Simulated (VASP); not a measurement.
Wanted: the native input for a VASP 6.6.1 run.

* Task: single point
* Functional: PBE
* Potentials or basis: VASP PAW PBE potentials, release 64 (Si, Ni)
* Cutoff: 520 eV
* k mesh: 14 × 14 × 14
* Occupations: gaussian, width 0.15 eV
* Spin: collinear spin, ferromagnetic start
* Starting moments: [0.0, 0.0, 0.25] μB
* Fixed moment: 0.25 μB
* Dipole correction: no
* Further INCAR settings: ALGO = Normal; EDIFF = 1e-07; NBANDS = 20

The structure of Si2Ni lies in POSCAR:

```
Si2Ni
1.0
    0.0000000000      2.6675821510      2.6675821510
    2.6675821510      0.0000000000      2.6675821510
    2.6675821510      2.6675821510      0.0000000000
Si Ni
2 1
Direct
    0.2500000000      0.2500000000      0.2500000000
    0.7500000000      0.7500000000      0.7500000000
    0.0000000000      0.0000000000      0.0000000000
```

The input as run:

INCAR

```
SYSTEM = Si2Ni
PREC = Accurate
ENCUT = 520
EDIFF = 1E-7
ISMEAR = 0
SIGMA = 0.15
LREAL = .FALSE.
LASPH = .TRUE.
NELM = 150
ALGO = Normal
ISIF = 2
LWAVE = .FALSE.
LCHARG = .FALSE.
ISPIN = 2
MAGMOM = 0 0 0.25
LORBIT = 11
NUPDOWN = 0.25
LMAXMIX = 4
GGA = PE
NBANDS = 20
```

KPOINTS

```
regular mesh
0
G
  14 14 14
  0 0 0
```

Potentials or basis: VASP PAW PBE potentials, release 64 (Si, Ni).

The run is started by

```sh
$ cat potpaw_PBE.64/Si/POTCAR potpaw_PBE.64/Ni/POTCAR > POTCAR
$ mpirun -np 1 vasp_std > vasp.out
```

It gave:

| Property | Result |
| --- | --- |
| Pressure | 10.1 GPa |
| Net moment | 0.25 μB per cell |
| Site moments | Si +0.03; Ni +0.13 μB |
| Valence electrons inside the program's atomic spheres | Si 1.61; Ni 9.91 |

Caveat: the total moment is fixed, so each spin has its own Fermi level.

Wall time 3 min on 1 thread of Intel(R) Xeon(R) Platinum 8259CL CPU @ 2.50GHz (Skylake/Cascade Lake) (shared host), peak memory 0.25 GiB.
